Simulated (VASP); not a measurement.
# TiO2 (P4_2/mnm) in VASP: single point with PBE

Aim: the single point of TiO2 with PBE.

All numbers are computed with VASP 6.6.1; they aren't measurements. Logs are shortened: lines on timing, memory, paths and dates and some standing lists are left out, and cuts for length are marked.

### Step 1. The cell of the first run

It takes space group P4_2/mnm (No. 136, tetragonal). Conventional cell: a = 4.600 Å, b = 4.600 Å, c = 2.951 Å, α = 90.00°, β = 90.00°, γ = 90.00°. Within 2.6 Å of Ti (site symmetry mmm) lie 6 O at 1.95 to 1.98 Å. O (site symmetry m2m) has 3 Ti at 1.95 to 1.98 Å and 1 O at 2.55 Å within 2.6 Å.

### Step 2. Single point, PBE

Contents of INCAR:

```
PREC     = Accurate       # precision mode
ENCUT    = 520            # plane-wave cutoff, eV
EDIFF    = 1E-7           # SCF threshold, eV
ISMEAR   = 0              # smearing method
SIGMA    = 0.05           # smearing width, eV
LREAL    = F              # projectors in reciprocal space
LASPH    = T              # aspherical terms in the spheres
NELM     = 60             # most SCF steps
ALGO     = Normal         # electronic algorithm
ISIF     = 2              # what is computed and relaxed
LWAVE    = F              # write WAVECAR
LCHARG   = F              # write CHGCAR
GGA      = PE             # functional
NBANDS   = 33             # bands
```

Contents of KPOINTS:

```
Automatic mesh
0
Gamma
  4 4 4
```

Contents of POSCAR:

```
TiO2
1.0
    4.6001622756      0.0000000000      0.0000000000
    0.0000000000      4.6001622756      0.0000000000
    0.0000000000      0.0000000000      2.9510772284
Ti O
2 4
Direct
    0.0000000000      0.0000000000      0.0000000000
    0.5000000000      0.5000000000      0.5000000000
    0.3043388831      0.3043388831      0.0000000000
    0.8043388831      0.1956611169      0.5000000000
    0.1956611169      0.8043388831      0.5000000000
    0.6956611169      0.6956611169      0.0000000000
```

Potentials or basis: VASP PAW PBE potentials, release 64 (Ti_sv, O).

The run is started by

```bash
$ cat potpaw_PBE.64/Ti_sv/POTCAR potpaw_PBE.64/O/POTCAR > POTCAR
$ mpirun -np 1 vasp_std > vasp.out
```

OUTCAR:

```text
PREC = Accurate
   ENCUT = 520
   EDIFF = 1E-7
   ISMEAR = 0
   LREAL = F
   LASPH = T
   NELM = 60
   ISIF = 2
   GGA = PE

 ion  position               nearest neighbor table
   1  0.000  0.000  0.000-   4 1.95   5 1.95   4 1.95   5 1.95   3 1.98   6 1.98
   2  0.500  0.500  0.500-   3 1.95   6 1.95   3 1.95   6 1.95   5 1.98   4 1.98
   3  0.304  0.304  0.000-   2 1.95   2 1.95   1 1.98
   4  0.804  0.196  0.500-   1 1.95   1 1.95   2 1.98
   5  0.196  0.804  0.500-   1 1.95   1 1.95   2 1.98
   6  0.696  0.696  0.000-   2 1.95   2 1.95   1 1.98

  LATTYP: Found a simple tetragonal cell.
 ALAT       =     4.6001622756
 C/A-ratio  =     0.6415158970

  Lattice vectors:

 A1 = (   4.6001622756,   0.0000000000,   0.0000000000)
 A2 = (   0.0000000000,   4.6001622756,   0.0000000000)
 A3 = (   0.0000000000,   0.0000000000,   2.9510772284)

Analysis of symmetry for initial positions (statically):
=====================================================================
 Subroutine PRICEL returns:
 Original cell was already a primitive cell.

 Routine SETGRP: Setting up the symmetry group for a
 simple tetragonal supercell.

 Subroutine GETGRP returns: Found 16 space group operations
 (whereof  8 operations were pure point group operations)
 out of a pool of 16 trial point group operations.

The static configuration has the point symmetry D_2h.
 The point group associated with its full space group is D_4h.

Analysis of symmetry for dynamics (positions and initial velocities):
=====================================================================
 Subroutine PRICEL returns:
 Original cell was already a primitive cell.

 Routine SETGRP: Setting up the symmetry group for a
 simple tetragonal supercell.

 Subroutine GETGRP returns: Found 16 space group operations
 (whereof  8 operations were pure point group operations)
 out of a pool of 16 trial point group operations.

The dynamic configuration has the point symmetry D_2h.
 The point group associated with its full space group is D_4h.

 Subroutine INISYM returns: Found 16 space group operations
 (whereof  8 operations are pure point group operations),
 and found     1 'primitive' translations

----------------------------------------------------------------------------------------

                                     Primitive cell

  volume of cell :      62.4492

  direct lattice vectors                    reciprocal lattice vectors
     4.600162276  0.000000000  0.000000000     0.217383636  0.000000000  0.000000000
     0.000000000  4.600162276  0.000000000     0.000000000  0.217383636  0.000000000
     0.000000000  0.000000000  2.951077228     0.000000000  0.000000000  0.338859312

  length of vectors
     4.600162276  4.600162276  2.951077228     0.217383636  0.217383636  0.338859312

  position of ions in fractional coordinates (direct lattice)
     0.000000000  0.000000000  0.000000000
     0.500000000  0.500000000  0.500000000
     0.304338883  0.304338883  0.000000000
     0.804338883  0.195661117  0.500000000
     0.195661117  0.804338883  0.500000000
     0.695661117  0.695661117  0.000000000

  ion indices of the primitive-cell ions
   primitive index   ion index
                 1           1
                 2           2
                 3           3
                 4           4
                 5           5
                 6           6

----------------------------------------------------------------------------------------

 KPOINTS: Automatic mesh

Automatic generation of k-mesh.
 Grid dimensions read from file:
 generate k-points for:    4    4    4

 Generating k-lattice:

  Cartesian coordinates                     Fractional coordinates (reciprocal lattice)
     0.054345909  0.000000000  0.000000000     0.250000000  0.000000000  0.000000000
     0.000000000  0.054345909  0.000000000     0.000000000  0.250000000  0.000000000
     0.000000000  0.000000000  0.084714828     0.000000000  0.000000000  0.250000000

  Length of vectors
     0.054345909  0.054345909  0.084714828

  Shift w.r.t. Gamma in fractional coordinates (k-lattice)
     0.000000000  0.000000000  0.000000000

 Subroutine IBZKPT returns following result:
 ===========================================

 Found     18 irreducible k-points:

 Following reciprocal coordinates:
            Coordinates               Weight
  0.000000  0.000000  0.000000      1.000000
  0.250000  0.000000  0.000000      4.000000
  0.500000  0.000000  0.000000      2.000000
  0.250000  0.250000  0.000000      4.000000
  0.500000  0.250000  0.000000      4.000000
  0.500000  0.500000  0.000000      1.000000
[... 10 lines left out ...]
  0.500000  0.250000  0.500000      4.000000
  0.500000  0.500000  0.500000      1.000000
   k-points           NKPTS =     18   k-points in BZ     NKDIM =     18   number of bands    NBANDS=     33
   number of dos      NEDOS =    301   number of ions     NIONS =      6
   total plane-waves  NPLWV =  31104
   dimension x,y,z NGX =    36 NGY =   36 NGZ =   24
   dimension x,y,z NGXF=    72 NGYF=   72 NGZF=   48
   ions per type =               2   4
   NGX,Y,Z   is equivalent  to a cutoff of  13.01, 13.01, 13.52 a.u.
   NGXF,Y,Z  is equivalent  to a cutoff of  26.02, 26.02, 27.04 a.u.
 SYSTEM =  unknown system
   PREC   = accura    normal or accurate (medium, high low for compatibility)
   ISTART =      0    job   : 0-new  1-cont  2-samecut
   ICHARG =      2    charge: 1-file 2-atom 10-const
   ISPIN  =      1    spin polarized calculation?
   LNONCOLLINEAR =      F non collinear calculations
   LSORBIT =      F    spin-orbit coupling
   LASPH  =      T    aspherical Exc in radial PAW
   ENCUT  =  520.0 eV  38.22 Ry    6.18 a.u.   8.55  8.55  5.49*2*pi/ulx,y,z
   NELM   =     60;   NELMIN=  2; NELMDL= -5     # of ELM steps
   EDIFF  = 0.1E-06   stopping-criterion for ELM
   LREAL  =      F    real-space projection
   EDIFFG = 0.1E-05   stopping-criterion for IOM
   NSW    =      0    number of steps for IOM
   IBRION =     -1    ionic relax: 0-MD 1-quasi-New 2-CG
   NFREE  =      0    steps in history (QN), initial steepest desc. (CG)
   ISIF   =      2    stress and relaxation
   ISYM   =      2    0-nonsym 1-usesym 2-fastsym
   POTIM  = 0.5000    time-step for ionic-motion
   TEBEG  =    0.0;   TEEND  =   0.0 temperature during run
   PSTRESS=    0.0 pullay stress
   NELECT =      48.0000    total number of electrons
   NUPDOWN=      -1.0000    fix difference up-down
   EMIN   =  10.00;   EMAX   =-10.00  energy-range for DOS
   EFERMI =   0.00;   METHOD = LEGACY
   ISMEAR =     0;   SIGMA  =   0.05  broadening in eV -4-tet -1-fermi 0-gaus
   EFERMI_NEDOS =   21; number of points for ismear=-14 and -15
   IALGO  =     38    algorithm
   IMIX   =      4    mixing-type and parameters
     AMIX     =   0.40;   BMIX     =  1.00
     AMIX_MAG =   1.60;   BMIX_MAG =  1.00
  volume/ion in A,a.u.               =      10.41        70.24
  Fermi-wavevector in a.u.,A,eV,Ry     =   1.499614  2.833860 30.597373  2.248844
  Thomas-Fermi vector in A             =   2.611221
   LORBIT       =      0    0 simple, 1 ext, 2 COOP (PROOUT), +10 PAW based schemes
   GGA     = PE    functional components
   LHFCALC =     F    Hartree Fock is set to
   AEXX    =    0.0000 exact exchange contribution
   IVDW    =     0    specifies the selected vdW correction
   LEPSILON=     F    determine dielectric tensor
   LRPA    =     F    only Hartree local field effects (RPA)
 non-spin polarized calculation
 Gauss-broadening in eV      SIGMA  =   0.05
  energy-cutoff  :      520.00
  volume of cell :       62.45
 maximum number of plane-waves:      1700
 NGX is ok and might be reduce to    36
   NGX = 17   NGY = 17   NGZ = 11

 number of electron      48.0000020 magnetization

 Free energy of the ion-electron system (eV)
  ---------------------------------------------------
  ext. energy  EPLUGINS =         0.00000000
  ---------------------------------------------------
  free energy    TOTEN  =       -53.63211943 eV

  energy without entropy =      -53.63211943  energy(sigma->0) =      -53.63211943

 E-fermi :   5.1252     XC(G=0): -11.4099

 val. band max:        4.8493770066   @ k =   0.0000   0.0000   0.0000
 cond. band min:       6.6920099427   @ k =   0.0000   0.0000   0.0000
 fundamental gap:      1.8426329360
 Fermi energy:         5.1252448502

 k-point     1 :       0.0000    0.0000    0.0000
  band No.  band energies     occupation
      1     -52.0800      2.00000
      2     -52.0630      2.00000
      3     -28.3882      2.00000
      4     -28.3882      2.00000
      5     -28.2227      2.00000
      6     -28.2227      2.00000
[... 25 lines left out ...]
     32      11.4364      0.00000
     33      11.4364      0.00000

 k-point     2 :       0.2500    0.0000    0.0000
  band No.  band energies     occupation
      1     -52.0775      2.00000
      2     -52.0655      2.00000
      3     -28.3691      2.00000
      4     -28.3676      2.00000
      5     -28.2454      2.00000
      6     -28.2438      2.00000
[... 25 lines left out ...]
     32      11.2489      0.00000
     33      11.2827      0.00000

 k-point     3 :       0.5000    0.0000    0.0000
  band No.  band energies     occupation
      1     -52.0715      2.00000
      2     -52.0715      2.00000
      3     -28.3361      2.00000
      4     -28.3361      2.00000
      5     -28.2789      2.00000
      6     -28.2789      2.00000
[... 25 lines left out ...]
     32      10.9186      0.00000
     33      11.0791      0.00000

 k-point     4 :       0.2500    0.2500    0.0000
  band No.  band energies     occupation
      1     -52.0758      2.00000
      2     -52.0673      2.00000
      3     -28.3943      2.00000
      4     -28.3366      2.00000
      5     -28.2785      2.00000
      6     -28.2190      2.00000
[... 457 lines left out ...]
     32      10.6898      0.00000
     33      10.8614      0.00000

 k-point    17 :       0.5000    0.2500    0.5000
  band No.  band energies     occupation
      1     -52.0302      2.00000
      2     -52.0302      2.00000
      3     -28.6201      2.00000
      4     -28.6201      2.00000
      5     -28.2387      2.00000
      6     -28.2387      2.00000
[... 25 lines left out ...]
     32      10.0497      0.00000
     33      11.6104      0.00000

 k-point    18 :       0.5000    0.5000    0.5000
  band No.  band energies     occupation
      1     -52.0302      2.00000
      2     -52.0302      2.00000
      3     -28.6142      2.00000
      4     -28.6142      2.00000
      5     -28.2448      2.00000
      6     -28.2448      2.00000
[... 25 lines left out ...]
     32      10.7483      0.00000
     33      10.8480      0.00000

------------------------ aborting loop because EDIFF is reached ----------------------------------------

  FORCE on cell =-STRESS in cart. coord.  units (eV):
  Direction    XX          YY          ZZ          XY          YZ          ZX
  --------------------------------------------------------------------------------------
  -------------------------------------------------------------------------------------
  Total        2.1334256      2.1334256      2.4686958     -0.0000000      0.0000000      0.0000000
  in kB       54.7345071     54.7345071     63.3360941     -0.0000000      0.0000000      0.0000000
  external PRESSURE =      57.6017027 kB  Pullay stress =       0.0000000 kB

 VOLUME and BASIS-vectors are now :
 -----------------------------------------------------------------------------
  energy-cutoff  :      520.00
  volume of cell :       62.45
      direct lattice vectors                 reciprocal lattice vectors
     4.600162276  0.000000000  0.000000000     0.217383636  0.000000000  0.000000000
     0.000000000  4.600162276  0.000000000     0.000000000  0.217383636  0.000000000
     0.000000000  0.000000000  2.951077228     0.000000000  0.000000000  0.338859312

 POSITION                                       TOTAL-FORCE (eV/Angst)
 -----------------------------------------------------------------------------------
      0.00000      0.00000      0.00000         0.000000      0.000000      0.000000
      2.30008      2.30008      1.47554         0.000000      0.000000      0.000000
      1.40001      1.40001      0.00000        -0.028136     -0.028136      0.000000
      3.70009      0.90007      1.47554        -0.028136      0.028136     -0.000000
      0.90007      3.70009      1.47554         0.028136     -0.028136      0.000000
      3.20015      3.20015      0.00000         0.028136      0.028136     -0.000000
 -----------------------------------------------------------------------------------
    total drift:                                0.000000      0.000000      0.000000

  FREE ENERGIE OF THE ION-ELECTRON SYSTEM (eV)
  ---------------------------------------------------
  free  energy   TOTEN  =       -53.6321194330 eV

  energy  without entropy=      -53.6321194330  energy(sigma->0) =      -53.63211943
```

It took 30 s on 1 thread of Intel Xeon Platinum 8559C (Emerald Rapids), shared host; peak memory 0.18 GiB.

What came out:

- Free energy: -53.6321 eV
- Pressure: 5.8 GPa
- Largest force: 0.040 eV/Å
- Band gap on the k mesh: 1.84 eV, direct

Forces on the atoms (eV/Å):
```
Ti   0.000  0.000  0.000
Ti   0.000  0.000  0.000
O   -0.028 -0.028  0.000
O   -0.028  0.028  0.000
O    0.028 -0.028  0.000
O    0.028  0.028  0.000
```

Caveat: the k points lie up to 0.53 Å⁻¹ apart.
